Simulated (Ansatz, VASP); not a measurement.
## Two plane-wave programs on CdTe

Contents of INCAR:

```
PREC = Accurate
ENCUT = 520
EDIFF = 1E-7
ISMEAR = -1
SIGMA = 0.02
LREAL = F
LASPH = T
NELM = 100
ALGO = Normal
ISIF = 2
LWAVE = F
LCHARG = T
GGA = PE
LELF = T
LVHAR = T
NBANDS = 16
```

File KPOINTS:

```
regular mesh
0
Gamma
  6 6 6
```

POSCAR

```
CdTe
1.0
    0.0000000000      3.3455542185      3.1872243277
    3.3455542185      0.0000000000      3.1872243277
    3.3455542185      3.3455542185      0.0000000000
Cd Te
1 1
Direct
    0.0000000000      0.0000000000      0.0000000000
    0.2500000000      0.2500000000      0.2500000000
```

Input for Ansatz:

```yaml
crystal:
  lattice:
    - [0.0, 3.3455542185, 3.1872243277]
    - [3.3455542185, 0.0, 3.1872243277]
    - [3.3455542185, 3.3455542185, 0.0]
  atoms:
    - { symbol: Cd, position: [0.0, 0.0, 0.0] }
    - { symbol: Te, position: [0.25, 0.25, 0.25] }
kpoints:
  mp_grid: { grid: [6, 6, 6] }
  band_path:
    path:
      - [0.0, 0.0, 0.0]
      - [-0.5, -0.5, 0.0]
      - [-0.375, -0.375, 0.25]
      - [-0.375, 0.0, 0.375]
      - [0.0, 0.0, 0.5]
      - [-0.5, -0.25, 0.25]
    npoints: 1
hamiltonian:
  xc: pbe
scf:
  occupations: { method: fermi_dirac, width: 0.02 }
  n_extra_bands: 4
output:
  forces: true
  stress: true
  eigenvalues: true
```

Change from the starting cell: epitaxial_xy strain +2.0%.

Alike in both runs: task single point; functional PBE; k mesh 6 × 6 × 6; occupations fermi-dirac, width 0.02 eV; no spin polarisation.

|  | VASP | Ansatz |
| --- | --- | --- |
| version | VASP 6.6.1 | Ansatz 0.2.0 |
| potentials or method | VASP PAW PBE potentials, release 64 (Cd, Te) | plane waves, PAW |
| plane-wave cutoff (eV) | 520 | 420 |
| valence electrons in the cell | 18 | 36 |

```csv
,VASP,Ansatz,Ansatz less VASP
pressure (GPa),0.7,0.5,-0.11
"traceless stress, the component that is largest in VASP (GPa)",0.47,0.47,+0.004
```

The functional is the same, so the differences come from potentials, cutoffs and numerics. VASP's potentials hold 18 valence electrons a cell and Ansatz's 36, so a difference there can come from the potentials and not from the codes.

Neither program's run includes spin-orbit coupling.
